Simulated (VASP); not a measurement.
Here is a VASP 6.6.1 calculation.

File INCAR:

```
PREC = Accurate
ENCUT = 520
EDIFF = 1E-6
ISMEAR = 0
SIGMA = 0.15
LREAL = False
LASPH = True
NELM = 100
ALGO = Normal
ISIF = 2
LWAVE = False
LCHARG = False
GGA = PE
NBANDS = 7
```

Contents of KPOINTS:

```
regular mesh
0
Gamma
  18 18 18
```

Contents of POSCAR:

```
Mg
1.0
   -1.9640500000      1.9640500000      1.9094500000
    1.9640500000     -1.9640500000      1.9094500000
    1.9640500000      1.9640500000     -1.9094500000
Mg
1
Direct
    0.0000000000      0.0000000000      0.0000000000
```

Potentials or basis: VASP PAW PBE potentials, release 64 (Mg).

Run with:

```console
$ cat potpaw_PBE.64/Mg/POTCAR > POTCAR
$ mpirun -np 1 vasp_std > vasp.out
```

(1) What does it give for the pressure?

(2) Predict the band gap on the k mesh.

## Answers

(1) -5.3 GPa.

(2) zero (band 1 reaches 4.50 eV, above the bottom of band 2 at 0.38 eV).
